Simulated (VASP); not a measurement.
# Hg (Fm-3m) in VASP: a series of runs

Hg is run at these levels: revPBE; tasks: single point, relaxation of cell and atoms.

All numbers are computed with VASP 6.6.1; they aren't measurements. Logs are shortened: lines on timing, memory, paths and dates and some standing lists are left out, and cuts for length are marked.

### Step 1. The cell of the first run

Symmetry: Fm-3m, No. 225, cubic system. Conventional cell: a = 7.475 Å, b = 7.475 Å, c = 7.475 Å, α = 90.00°, β = 90.00°, γ = 90.00°.

### Step 2. Single point, revPBE (volume scaled by 0.96)

INCAR reads:

```
PREC = Accurate ; ENCUT = 520
EDIFF = 1E-7 ; ISMEAR = -1
SIGMA = 0.1 ; LREAL = F
LASPH = T ; NELM = 60
ALGO = Normal ; ISIF = 2
LWAVE = F ; LCHARG = F
GGA = RE ; NBANDS = 12
```

KPOINTS reads:

```
Automatic mesh
0
Gamma
  8 8 8
```

POSCAR reads:

```
Hg
1.0
    0.0000000000      3.7374216430      3.7374216430
    3.7374216430      0.0000000000      3.7374216430
    3.7374216430      3.7374216430      0.0000000000
Hg
1
Direct
    0.0000000000      0.0000000000      0.0000000000
```

Potentials or basis: VASP PAW PBE potentials, release 64 (Hg).

The run is started by

```console
$ cat potpaw_PBE.64/Hg/POTCAR > POTCAR
$ mpirun -np 1 vasp_std > vasp.out
```

OUTCAR:

```text
PREC = Accurate
   ENCUT = 520
   EDIFF = 1E-7
   ISMEAR = -1
   LREAL = F
   LASPH = T
   NELM = 60
   ISIF = 2
   GGA = RE

 ion  position               nearest neighbor table
   1  0.000  0.000  0.000-

  LATTYP: Found a face centered cubic cell.
 ALAT       =     7.4748432860

  Lattice vectors:

 A1 = (   0.0000000000,   3.7374216430,   3.7374216430)
 A2 = (   3.7374216430,   0.0000000000,   3.7374216430)
 A3 = (   3.7374216430,   3.7374216430,   0.0000000000)

Analysis of symmetry for initial positions (statically):
=====================================================================
 Subroutine PRICEL returns:
 Original cell was already a primitive cell.

 Routine SETGRP: Setting up the symmetry group for a
 face centered cubic supercell.

 Subroutine GETGRP returns: Found 48 space group operations
 (whereof 48 operations were pure point group operations)
 out of a pool of 48 trial point group operations.

The static configuration has the point symmetry O_h .

Analysis of symmetry for dynamics (positions and initial velocities):
=====================================================================
 Subroutine PRICEL returns:
 Original cell was already a primitive cell.

 Routine SETGRP: Setting up the symmetry group for a
 face centered cubic supercell.

 Subroutine GETGRP returns: Found 48 space group operations
 (whereof 48 operations were pure point group operations)
 out of a pool of 48 trial point group operations.

The dynamic configuration has the point symmetry O_h .

 Subroutine INISYM returns: Found 48 space group operations
 (whereof 48 operations are pure point group operations),
 and found     1 'primitive' translations

----------------------------------------------------------------------------------------

                                     Primitive cell

  volume of cell :     104.4110

  direct lattice vectors                    reciprocal lattice vectors
     0.000000000  3.737421643  3.737421643    -0.133782069  0.133782069  0.133782069
     3.737421643  0.000000000  3.737421643     0.133782069 -0.133782069  0.133782069
     3.737421643  3.737421643  0.000000000     0.133782069  0.133782069 -0.133782069

  length of vectors
     5.285512376  5.285512376  5.285512376     0.231717341  0.231717341  0.231717341

  position of ions in fractional coordinates (direct lattice)
     0.000000000  0.000000000  0.000000000

  ion indices of the primitive-cell ions
[... 73 lines left out ...]
   NELM   =     60;   NELMIN=  2; NELMDL= -5     # of ELM steps
   EDIFF  = 0.1E-06   stopping-criterion for ELM
   LREAL  =      F    real-space projection
   EDIFFG = 0.1E-05   stopping-criterion for IOM
   NSW    =      0    number of steps for IOM
   IBRION =     -1    ionic relax: 0-MD 1-quasi-New 2-CG
   NFREE  =      0    steps in history (QN), initial steepest desc. (CG)
   ISIF   =      2    stress and relaxation
   ISYM   =      2    0-nonsym 1-usesym 2-fastsym
   POTIM  = 0.5000    time-step for ionic-motion
   TEBEG  =    0.0;   TEEND  =   0.0 temperature during run
   PSTRESS=    0.0 pullay stress
   NELECT =      12.0000    total number of electrons
   NUPDOWN=      -1.0000    fix difference up-down
   EMIN   =  10.00;   EMAX   =-10.00  energy-range for DOS
   EFERMI =   0.00;   METHOD = LEGACY
   ISMEAR =    -1;   SIGMA  =   0.10  broadening in eV -4-tet -1-fermi 0-gaus
   EFERMI_NEDOS =   21; number of points for ismear=-14 and -15
   IALGO  =     38    algorithm
   IMIX   =      4    mixing-type and parameters
     AMIX     =   0.40;   BMIX     =  1.00
     AMIX_MAG =   1.60;   BMIX_MAG =  1.00
  volume/ion in A,a.u.               =     104.41       704.60
  Fermi-wavevector in a.u.,A,eV,Ry     =   0.795951  1.504130  8.619814  0.633538
  Thomas-Fermi vector in A             =   1.902379
   LORBIT       =      0    0 simple, 1 ext, 2 COOP (PROOUT), +10 PAW based schemes
   GGA     = RE    functional components
   LHFCALC =     F    Hartree Fock is set to
   AEXX    =    0.0000 exact exchange contribution
   IVDW    =     0    specifies the selected vdW correction
   LEPSILON=     F    determine dielectric tensor
   LRPA    =     F    only Hartree local field effects (RPA)
 non-spin polarized calculation
  energy-cutoff  :      520.00
  volume of cell :      104.41
 maximum number of plane-waves:      2838
   NGX = 19   NGY = 19   NGZ = 19

 number of electron      12.0000000 magnetization

 Free energy of the ion-electron system (eV)
  ---------------------------------------------------
  ext. energy  EPLUGINS =         0.00000000
  ---------------------------------------------------
  free energy    TOTEN  =        -0.00897975 eV

  energy without entropy =       -0.00897975  energy(sigma->0) =       -0.00897975

 E-fermi :  -2.7040     XC(G=0):  -4.3201

 val. band max:       -4.9829056660   @ k =  -0.2500   0.5000   0.2500
 cond. band min:      -0.6515738682   @ k =   0.5000   0.0000   0.0000
 fundamental gap:      4.3313317978
 Fermi energy:        -2.7040142185

 k-point     1 :       0.0000    0.0000    0.0000
  band No.  band energies     occupation
      1      -8.2886      2.00000
      2      -8.2886      2.00000
      3      -8.2886      2.00000
      4      -8.2755      2.00000
      5      -8.2755      2.00000
      6      -5.7591      2.00000
      7       2.6915      0.00000
      8       2.6915      0.00000
      9       2.6915      0.00000
     10       3.3079      0.00000
     11       6.6262      0.00000
     12       6.6262      0.00000
[... 331 lines left out ...]
 k-point    24 :      -0.3750    0.2500    0.1250
  band No.  band energies     occupation
      1      -8.2880      2.00000
      2      -8.2844      2.00000
      3      -8.2758      2.00000
      4      -8.2695      2.00000
      5      -8.2621      2.00000
      6      -5.0867      2.00000
      7      -0.3395      0.00000
      8       1.0278      0.00000
      9       1.7891      0.00000
     10       5.0271      0.00000
     11       5.3164      0.00000
     12       7.2869      0.00000

 [... further k-points ...]
[... 5 lines left out ...]
  --------------------------------------------------------------------------------------
  -------------------------------------------------------------------------------------
  Total        0.0217984      0.0217984      0.0217984      0.0000000     -0.0000000      0.0000000
  in kB        0.3344950      0.3344950      0.3344950      0.0000000     -0.0000000      0.0000000
  external PRESSURE =       0.3344950 kB  Pullay stress =       0.0000000 kB

 VOLUME and BASIS-vectors are now :
 -----------------------------------------------------------------------------
  energy-cutoff  :      520.00
  volume of cell :      104.41
      direct lattice vectors                 reciprocal lattice vectors
     0.000000000  3.737421643  3.737421643    -0.133782069  0.133782069  0.133782069
     3.737421643  0.000000000  3.737421643     0.133782069 -0.133782069  0.133782069
     3.737421643  3.737421643  0.000000000     0.133782069  0.133782069 -0.133782069

 POSITION                                       TOTAL-FORCE (eV/Angst)
 -----------------------------------------------------------------------------------
      0.00000      0.00000      0.00000         0.000000      0.000000      0.000000
 -----------------------------------------------------------------------------------
    total drift:                               -0.000000     -0.000000     -0.000000

  FREE ENERGIE OF THE ION-ELECTRON SYSTEM (eV)
  ---------------------------------------------------
  free  energy   TOTEN  =        -0.0089797535 eV

  energy  without entropy=       -0.0089797532  energy(sigma->0) =       -0.00897975
```

Run time: 19 s. Hardware: 1 thread of Intel Xeon Platinum 8488C (Sapphire Rapids), shared host; peak memory 0.24 GiB.

Results:

- Free energy: -0.0090 eV
- Pressure: 0.0 GPa
- Band gap on the k mesh: 4.33 eV, indirect (least direct gap 4.53 eV)

Caveat: the PAW data sets were made with another functional, which shifts forces and pressure a little; spin-orbit coupling is left out, which moves the levels of the heavy elements. A k mesh can miss the band edges.

(Part 1 of 3 ends here.)
